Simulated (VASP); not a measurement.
# MoS2 (P6_3/mmc) in VASP: notebook

Runs on MoS2. Level: PBE. Tasks: single point, relaxation of cell and atoms.

All numbers are computed with VASP 6.6.1; they aren't measurements. Logs are shortened: lines on timing, memory, paths and dates and some standing lists are left out, and cuts for length are marked.

### Step 1. The cell of the first run

Symmetry: P6_3/mmc, No. 194, hexagonal system. The conventional cell has a = 3.185 Å, b = 3.185 Å, c = 14.808 Å, α = 90.00°, β = 90.00°, γ = 120.00°. Within 3.2 Å of Mo (site symmetry -6m2) lie 6 S at 2.41 Å and 6 Mo at 3.19 Å. Within 3.2 Å of S (site symmetry 3m) lie 3 Mo at 2.41 Å and 7 S at 3.13 to 3.19 Å.

### Step 2. Single point, PBE

INCAR reads:

```
SYSTEM = MoS2
ALGO = Normal ; EDIFF = 1E-6
ENCUT = 520 ; GGA = PE
ISIF = 2 ; ISMEAR = 0
LASPH = .True. ; LCHARG = .True.
LELF = .True. ; LREAL = .False.
LVHAR = .True. ; LWAVE = .False.
NBANDS = 35 ; NELM = 100
PREC = Accurate ; SIGMA = 0.02
```

KPOINTS reads:

```
k-points
0
Gamma
  12 12 2
  0 0 0
```

POSCAR reads:

```
MoS2
1.0
    3.1850687701      0.0000000029      0.0000000000
   -1.5925343876      2.7583504663      0.0000000000
    0.0000000000      0.0000000000     14.8080039946
Mo S
2 4
Direct
    0.6666666667      0.3333333333      0.2500000000
    0.3333333333      0.6666666667      0.7500000000
    0.6666666667      0.3333333333      0.6444804197
    0.3333333333      0.6666666667      0.3555195803
    0.6666666667      0.3333333333      0.8555195803
    0.3333333333      0.6666666667      0.1444804197
```

Potentials or basis: VASP PAW PBE potentials, release 64 (Mo_sv, S).

On the command line:

```
$ cat potpaw_PBE.64/Mo_sv/POTCAR potpaw_PBE.64/S/POTCAR > POTCAR
$ mpirun -np 1 vasp_std > vasp.out
```

OUTCAR:

```text
SYSTEM = MoS2
   EDIFF = 1E-6
   ENCUT = 520
   GGA = PE
   ISIF = 2
   ISMEAR = 0
   LASPH = .True.
   LREAL = .False.
   NELM = 100
   PREC = Accurate

 ion  position               nearest neighbor table
   1  0.667  0.333  0.250-   4 2.41   6 2.41   4 2.41   6 2.41   4 2.41   6 2.41
   2  0.333  0.667  0.750-   3 2.41   5 2.41   3 2.41   5 2.41   3 2.41   5 2.41
   3  0.667  0.333  0.644-   2 2.41   2 2.41   2 2.41
   4  0.333  0.667  0.356-   1 2.41   1 2.41   1 2.41
   5  0.667  0.333  0.856-   2 2.41   2 2.41   2 2.41
   6  0.333  0.667  0.144-   1 2.41   1 2.41   1 2.41

  LATTYP: Found a hexagonal cell.
 ALAT       =     3.1850687701
 C/A-ratio  =     4.6491944330

  Lattice vectors:

 A1 = (   3.1850687701,   0.0000000029,   0.0000000000)
 A2 = (  -1.5925343876,   2.7583504663,   0.0000000000)
 A3 = (   0.0000000000,   0.0000000000,  14.8080039946)

Analysis of symmetry for initial positions (statically):
=====================================================================
 Subroutine PRICEL returns:
 Original cell was already a primitive cell.

 Routine SETGRP: Setting up the symmetry group for a
 hexagonal supercell.

 Subroutine GETGRP returns: Found 24 space group operations
 (whereof 12 operations were pure point group operations)
 out of a pool of 24 trial point group operations.

The static configuration has the point symmetry D_3d.
 The point group associated with its full space group is D_6h.

Analysis of symmetry for dynamics (positions and initial velocities):
=====================================================================
 Subroutine PRICEL returns:
 Original cell was already a primitive cell.

 Routine SETGRP: Setting up the symmetry group for a
 hexagonal supercell.

 Subroutine GETGRP returns: Found 24 space group operations
 (whereof 12 operations were pure point group operations)
 out of a pool of 24 trial point group operations.

The dynamic configuration has the point symmetry D_3d.
 The point group associated with its full space group is D_6h.

 Subroutine INISYM returns: Found 24 space group operations
 (whereof 12 operations are pure point group operations),
 and found     1 'primitive' translations

----------------------------------------------------------------------------------------

                                     Primitive cell

  volume of cell :     130.0963

  direct lattice vectors                    reciprocal lattice vectors
     3.185068770  0.000000003  0.000000000     0.313964963  0.181267756  0.000000000
    -1.592534388  2.758350466  0.000000000    -0.000000000  0.362535512  0.000000000
     0.000000000  0.000000000 14.808003995     0.000000000  0.000000000  0.067531046

  length of vectors
     3.185068770  3.185068770 14.808003995     0.362535512  0.362535512  0.067531046

  position of ions in fractional coordinates (direct lattice)
     0.666666667  0.333333333  0.250000000
     0.333333333  0.666666667  0.750000000
     0.666666667  0.333333333  0.644480420
     0.333333333  0.666666667  0.355519580
     0.666666667  0.333333333  0.855519580
     0.333333333  0.666666667  0.144480420

  ion indices of the primitive-cell ions
   primitive index   ion index
                 1           1
                 2           2
                 3           3
                 4           4
                 5           5
                 6           6

----------------------------------------------------------------------------------------

 KPOINTS: k-points

Automatic generation of k-mesh.
 Grid dimensions read from file:
 generate k-points for:   12   12    2

 Generating k-lattice:

  Cartesian coordinates                     Fractional coordinates (reciprocal lattice)
     0.026163747  0.015105646  0.000000000     0.083333333  0.000000000  0.000000000
    -0.000000000  0.030211293  0.000000000     0.000000000  0.083333333  0.000000000
     0.000000000  0.000000000  0.033765523     0.000000000  0.000000000  0.500000000

  Length of vectors
     0.030211293  0.030211293  0.033765523

  Shift w.r.t. Gamma in fractional coordinates (k-lattice)
     0.000000000  0.000000000  0.000000000

 Subroutine IBZKPT returns following result:
 ===========================================

 Found     38 irreducible k-points:

 Following reciprocal coordinates:
            Coordinates               Weight
  0.000000  0.000000  0.000000      1.000000
  0.083333  0.000000  0.000000      6.000000
  0.166667  0.000000  0.000000      6.000000
  0.250000  0.000000  0.000000      6.000000
  0.333333  0.000000  0.000000      6.000000
  0.416667 -0.000000  0.000000      6.000000
[... 16 lines left out ...]
  0.250000  0.000000  0.500000      6.000000
  0.333333  0.000000  0.500000      6.000000
 [... further k-points ...]
   k-points           NKPTS =     38   k-points in BZ     NKDIM =     38   number of bands    NBANDS=     35
   number of dos      NEDOS =    301   number of ions     NIONS =      6
   total plane-waves  NPLWV =  64512
   dimension x,y,z NGX =    24 NGY =   24 NGZ =  112
   dimension x,y,z NGXF=    48 NGYF=   48 NGZF=  224
   ions per type =               2   4
   NGX,Y,Z   is equivalent  to a cutoff of  12.53, 12.53, 12.57 a.u.
   NGXF,Y,Z  is equivalent  to a cutoff of  25.05, 25.05, 25.15 a.u.
 SYSTEM =  MoS2
   PREC   = accura    normal or accurate (medium, high low for compatibility)
   ISTART =      0    job   : 0-new  1-cont  2-samecut
   ICHARG =      2    charge: 1-file 2-atom 10-const
   ISPIN  =      1    spin polarized calculation?
   LNONCOLLINEAR =      F non collinear calculations
   LSORBIT =      F    spin-orbit coupling
   LASPH  =      T    aspherical Exc in radial PAW
   ENCUT  =  520.0 eV  38.22 Ry    6.18 a.u.   5.92  5.92 27.53*2*pi/ulx,y,z
   NELM   =    100;   NELMIN=  2; NELMDL= -5     # of ELM steps
   EDIFF  = 0.1E-05   stopping-criterion for ELM
   LREAL  =      F    real-space projection
   EDIFFG = 0.1E-04   stopping-criterion for IOM
   NSW    =      0    number of steps for IOM
   IBRION =     -1    ionic relax: 0-MD 1-quasi-New 2-CG
   NFREE  =      0    steps in history (QN), initial steepest desc. (CG)
   ISIF   =      2    stress and relaxation
   ISYM   =      2    0-nonsym 1-usesym 2-fastsym
   POTIM  = 0.5000    time-step for ionic-motion
   TEBEG  =    0.0;   TEEND  =   0.0 temperature during run
   PSTRESS=    0.0 pullay stress
   NELECT =      52.0000    total number of electrons
   NUPDOWN=      -1.0000    fix difference up-down
   EMIN   =  10.00;   EMAX   =-10.00  energy-range for DOS
   EFERMI =   0.00;   METHOD = LEGACY
   ISMEAR =     0;   SIGMA  =   0.02  broadening in eV -4-tet -1-fermi 0-gaus
   EFERMI_NEDOS =   21; number of points for ismear=-14 and -15
   IALGO  =     38    algorithm
   IMIX   =      4    mixing-type and parameters
     AMIX     =   0.40;   BMIX     =  1.00
     AMIX_MAG =   1.60;   BMIX_MAG =  1.00
  volume/ion in A,a.u.               =      21.68       146.32
  Fermi-wavevector in a.u.,A,eV,Ry     =   1.205927  2.278872 19.786407  1.454260
  Thomas-Fermi vector in A             =   2.341609
   LORBIT       =      0    0 simple, 1 ext, 2 COOP (PROOUT), +10 PAW based schemes
   GGA     = PE    functional components
   LHFCALC =     F    Hartree Fock is set to
   AEXX    =    0.0000 exact exchange contribution
   IVDW    =     0    specifies the selected vdW correction
   LEPSILON=     F    determine dielectric tensor
   LRPA    =     F    only Hartree local field effects (RPA)
 non-spin polarized calculation
 Gauss-broadening in eV      SIGMA  =   0.02
  energy-cutoff  :      520.00
  volume of cell :      130.10
 maximum number of plane-waves:      3525
 NGX is ok and might be reduce to    24
   NGX = 11   NGY = 11   NGZ = 55

 number of electron      51.9999999 magnetization

 Free energy of the ion-electron system (eV)
  ---------------------------------------------------
  ext. energy  EPLUGINS =         0.00000000
  ---------------------------------------------------
  free energy    TOTEN  =       -43.71545404 eV

  energy without entropy =      -43.71545404  energy(sigma->0) =      -43.71545404

 E-fermi :   5.0718     XC(G=0):  -9.4407

 val. band max:        4.7874058710   @ k =   0.0000   0.0000   0.0000
 cond. band min:       6.2462029537   @ k =   0.3333   0.3333   0.0000
 fundamental gap:      1.4587970826
 Fermi energy:         5.0718011885

 k-point     1 :       0.0000    0.0000    0.0000
  band No.  band energies     occupation
      1     -56.2868      2.00000
      2     -56.2868      2.00000
      3     -30.4243      2.00000
      4     -30.4243      2.00000
      5     -30.2226      2.00000
      6     -30.2226      2.00000
[... 27 lines left out ...]
     34       7.5905      0.00000
     35      10.4353      0.00000

 k-point     2 :       0.0833    0.0000    0.0000
  band No.  band energies     occupation
      1     -56.2843      2.00000
      2     -56.2843      2.00000
      3     -30.4194      2.00000
      4     -30.4194      2.00000
      5     -30.2479      2.00000
      6     -30.2479      2.00000
[... 27 lines left out ...]
     34       7.5202      0.00000
     35      10.8246      0.00000

 k-point     3 :       0.1667    0.0000    0.0000
  band No.  band energies     occupation
      1     -56.2775      2.00000
      2     -56.2775      2.00000
      3     -30.4059      2.00000
      4     -30.4059      2.00000
      5     -30.3164      2.00000
      6     -30.3164      2.00000
[... 27 lines left out ...]
     34       7.9337      0.00000
     35      11.3849      0.00000
[... 723 lines left out ...]
 k-point    23 :       0.2500    0.0000    0.5000
  band No.  band energies     occupation
      1     -56.2683      2.00000
      2     -56.2683      2.00000
      3     -30.4087      2.00000
      4     -30.4087      2.00000
      5     -30.3875      2.00000
      6     -30.3875      2.00000
[... 27 lines left out ...]
     34       8.3528      0.00000
     35      11.9205      0.00000

 k-point    24 :       0.3333    0.0000    0.5000
  band No.  band energies     occupation
      1     -56.2590      2.00000
      2     -56.2590      2.00000
      3     -30.4998      2.00000
      4     -30.4998      2.00000
      5     -30.3690      2.00000
      6     -30.3690      2.00000
[... 27 lines left out ...]
     34       8.6627      0.00000
     35      11.9931      0.00000

 [... further k-points ...]

------------------------ aborting loop because EDIFF is reached ----------------------------------------

  FORCE on cell =-STRESS in cart. coord.  units (eV):
  Direction    XX          YY          ZZ          XY          YZ          ZX
  --------------------------------------------------------------------------------------
  -------------------------------------------------------------------------------------
  Total       -0.0704270     -0.0704270     -0.1008952      0.0000000      0.0000000     -0.0000000
  in kB       -0.8673318     -0.8673318     -1.2425575      0.0000000      0.0000000     -0.0000000
  external PRESSURE =      -0.9924070 kB  Pullay stress =       0.0000000 kB

 VOLUME and BASIS-vectors are now :
 -----------------------------------------------------------------------------
  energy-cutoff  :      520.00
  volume of cell :      130.10
      direct lattice vectors                 reciprocal lattice vectors
     3.185068770  0.000000003  0.000000000     0.313964963  0.181267756  0.000000000
    -1.592534388  2.758350466  0.000000000    -0.000000000  0.362535512  0.000000000
     0.000000000  0.000000000 14.808003995     0.000000000  0.000000000  0.067531046

 POSITION                                       TOTAL-FORCE (eV/Angst)
 -----------------------------------------------------------------------------------
      1.59253      0.91945      3.70200         0.000000      0.000000      0.000000
     -0.00000      1.83890     11.10600        -0.000000     -0.000000      0.000000
      1.59253      0.91945      9.54347        -0.000000     -0.000000      0.010395
     -0.00000      1.83890      5.26454        -0.000000      0.000000     -0.010395
      1.59253      0.91945     12.66854        -0.000000     -0.000000     -0.010395
     -0.00000      1.83890      2.13947        -0.000000      0.000000      0.010395
 -----------------------------------------------------------------------------------
    total drift:                               -0.000000      0.000000     -0.000000

  FREE ENERGIE OF THE ION-ELECTRON SYSTEM (eV)
  ---------------------------------------------------
  free  energy   TOTEN  =       -43.7154540395 eV

  energy  without entropy=      -43.7154540395  energy(sigma->0) =      -43.71545404
```

Wall time 2.6 min (1 thread of Intel Xeon Platinum 8259CL at 2.50GHz (Skylake/Cascade Lake), shared host); peak memory 0.31 GiB.

What came out:

```yaml
Free_energy: -43.7155 eV
Pressure: -0.1 GPa
Largest_force: 0.010 eV/Å
Band_gap_on_the_k_mesh: 1.46 eV, indirect (least direct gap 1.67 eV)
```

Forces in eV/Å, atoms in the order of the input:
```
Mo   0.000  0.000  0.000
Mo   0.000  0.000  0.000
S    0.000  0.000  0.010
S    0.000  0.000 -0.010
S    0.000  0.000 -0.010
S    0.000  0.000  0.010
```

Caveat: this functional lacks dispersion, which binds the layers, so the pressure and a relaxed spacing across them are unreliable. A k mesh can miss the band edges.

[end of part 1 of 2]
